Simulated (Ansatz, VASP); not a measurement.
## Si3Bi2Te2: VASP beside Ansatz

```xyz
7
Lattice="3.1268 1.8053 5.4155 -3.1268 1.8053 5.4155 0.0000 -3.6105 5.4155" Properties=species:S:1:pos:R:3 pbc="T T T"
Si    1.5634    0.9026    2.7078
Si   -1.5634    0.9026    2.7078
Si    0.0000   -1.8053    2.7078
Bi    0.0000    0.0000   11.3261
Bi    0.0000    0.0000    4.9205
Te    0.0000    0.0000    0.0000
Te    0.0000    0.0000    8.1233
```

Change from the starting cell: species swapped into the Bi2Pd3S2 type (R-3m, No. 166).

Alike in both runs: functional PBE; k mesh 3 × 3 × 3; occupations gaussian, width 0.2 eV; no spin polarisation.

Ansatz relaxed the structure, and its values are those at the end. VASP's run is a single point on that final structure, the one shown.

|  | VASP | Ansatz |
| --- | --- | --- |
| version | VASP 6.6.1 | Ansatz 0.2.0 |
| potentials or method | VASP PAW PBE potentials, release 64 (Si, Bi_d, Te), cutoff 500 eV | scalar-relativistic, plane waves, PAW |
| valence electrons in the cell | 54 | 74 |

VASP gave:

```
gap on the k mesh at the Fermi level (eV) : none
pressure (GPa)                            : -0.5
rms of the force components (eV/Å)        : 0.006
```

Question: Which values does Ansatz return?

Answer: gap on the k mesh at the Fermi level (eV): none; pressure (GPa): -0.4; rms of the force components (eV/Å): 0.005.

A gap of «none» marks a metal or a gap that the smearing closes. The functional is the same, so the differences come from potentials, cutoffs and numerics. VASP's potentials hold 54 valence electrons a cell and Ansatz's 74, so a difference there can come from the potentials and not from the codes.

The k mesh is coarse, so the values compare programs but aren't converged. Spin-orbit coupling is off throughout.
